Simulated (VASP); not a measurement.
Wanted: the native input for a VASP 6.6.1 run.

```yaml
Task: single point
Functional: r2SCAN
Potentials_or_basis: VASP PAW PBE potentials, release 64 (Tl_d, Sr_sv, Br)
Cutoff: 520 eV
k_mesh: 4 × 4 × 4
Occupations: gaussian, width 0.01 eV
Spin: no spin polarisation
Dipole_correction: no
Further_INCAR_settings: ALGO = Normal; EDIFF = 1e-07; NBANDS = 30
```

Crystal: SrTlBr3.

```
Tl Sr Br
1.0
     5.87388    0.00000    0.00000
     0.00000    5.87388    0.00000
     0.00000    0.00000    5.91195
Tl Sr Br
1 1 3
Cartesian
  0.0000 0.0000 0.0000
  2.9369 2.9369 2.9560
  2.9369 2.9369 0.0000
  2.9369 0.0000 2.9560
  0.0000 2.9369 2.9560
```

This cell differs from its parent crystal: epitaxial xy strain -0.5%.

The input as run:

POSCAR

```
SrTlBr3
1.0
    5.8738849330      0.0000000000      0.0000000000
    0.0000000000      5.8738849330      0.0000000000
    0.0000000000      0.0000000000      5.9119507070
Tl Sr Br
1 1 3
Direct
    0.0000000000      0.0000000000      0.0000000000
    0.5000000000      0.5000000000      0.5000000000
    0.5000000000      0.5000000000      0.0000000000
    0.5000000000      0.0000000000      0.5000000000
    0.0000000000      0.5000000000      0.5000000000
```

INCAR.step1

```
SYSTEM = SrTlBr3
PREC = Accurate
ENCUT = 520
ISMEAR = 0
SIGMA = 0.01
LREAL = .False.
LASPH = .True.
NELM = 100
NBANDS = 30
GGA = PE
ALGO = Normal
EDIFF = 1E-4
LWAVE = .True.
LCHARG = .False.
```

INCAR.step2

```
SYSTEM = SrTlBr3
PREC = Accurate
ENCUT = 520
EDIFF = 1E-7
ISMEAR = 0
SIGMA = 0.01
LREAL = .False.
LASPH = .True.
NELM = 100
ALGO = Normal
ISIF = 2
LWAVE = .False.
LCHARG = .False.
METAGGA = R2SCAN
LMIXTAU = .True.
NBANDS = 30
ISTART = 1
```

KPOINTS

```
regular mesh
0
Gamma
  4 4 4
  0 0 0
```

Potentials or basis: VASP PAW PBE potentials, release 64 (Tl_d, Sr_sv, Br).

Launch:

```console
$ cat potpaw_PBE.64/Tl_d/POTCAR potpaw_PBE.64/Sr_sv/POTCAR potpaw_PBE.64/Br/POTCAR > POTCAR
$ cp INCAR.step1 INCAR
$ mpirun -np 1 vasp_std > vasp.out
$ cp INCAR.step2 INCAR
$ mpirun -np 1 vasp_std > vasp.out
```

It gave:

| Item | Value |
| --- | --- |
| Pressure | 0.2 GPa |
| Band gap on the k mesh | 3.61 eV, indirect (least direct gap 3.94 eV) |

Caveat: the cell differs from its parent crystal (epitaxial xy strain -0.5%); the PAW data sets were made with another functional, which shifts forces and pressure a little; spin-orbit coupling is left out, which moves the levels of the heavy elements.

It took 5 min on 1 thread of Intel(R) Xeon(R) Platinum 8488C (Sapphire Rapids) (shared host), peak memory 0.43 GiB.
